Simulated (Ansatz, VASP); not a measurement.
**Sn in VASP and in Ansatz**

File INCAR:

```
SYSTEM = Sn
PREC = Accurate
ENCUT = 520
EDIFF = 1E-7
ISMEAR = 0
SIGMA = 0.15
LREAL = .FALSE.
LASPH = .TRUE.
NELM = 80
ALGO = Fast
ISIF = 2
LWAVE = .FALSE.
LCHARG = .FALSE.
GGA = PS
NBANDS = 21
```

The input KPOINTS:

```
Automatic mesh
0
G
  12 12 12
  0 0 0
```

File POSCAR:

```
Sn
1.0
    0.0000000000      3.2456000000      3.1157760000
    3.2456000000      0.0000000000      3.1157760000
    3.2456000000      3.2456000000      0.0000000000
Sn
2
Direct
    0.5000000000      0.5000000000      0.5000000000
    0.7500000000      0.7500000000      0.7500000000
```

Input for Ansatz:

```yaml
crystal:
  lattice:
    - [0.0, 3.2456, 3.115776]
    - [3.2456, 0.0, 3.115776]
    - [3.2456, 3.2456, 0.0]
  atoms:
    - { symbol: Sn, position: [0.5, 0.5, 0.5] }
    - { symbol: Sn, position: [0.75, 0.75, 0.75] }
basis:
  ecutwfc: 420
kpoints:
  mp_grid: { grid: [12, 12, 12] }
hamiltonian:
  xc: pbesol
scf:
  occupations: { method: gaussian, width: 0.15 }
output:
  forces: true
  stress: true
  eigenvalues: true
```

Change from the starting cell: strain +0.000 along x and y, -0.040 along z, atoms carried along.

Alike in both runs: task single point; functional PBEsol; k mesh 12 × 12 × 12; occupations gaussian, width 0.15 eV; no spin polarisation.

|  | VASP | Ansatz |
| --- | --- | --- |
| version | VASP 6.6.1 | Ansatz 0.2.0 |
| potentials or method | VASP PAW PBE potentials, release 64 (Sn_d), cutoff 520 eV | scalar-relativistic, plane waves, PAW |
| valence electrons in the cell | 28 | 28 |

```csv
,VASP,Ansatz,Ansatz less VASP
gap on the k mesh at the Fermi level (eV),none,none,-
pressure (GPa),3.0,3.1,+0.07
"traceless stress, the component that is largest in VASP (GPa)",0.76,0.75,-0.001
```

VASP's potentials were made for PBE, not for PBEsol. A gap of «none» marks a metal or a gap that the smearing closes.
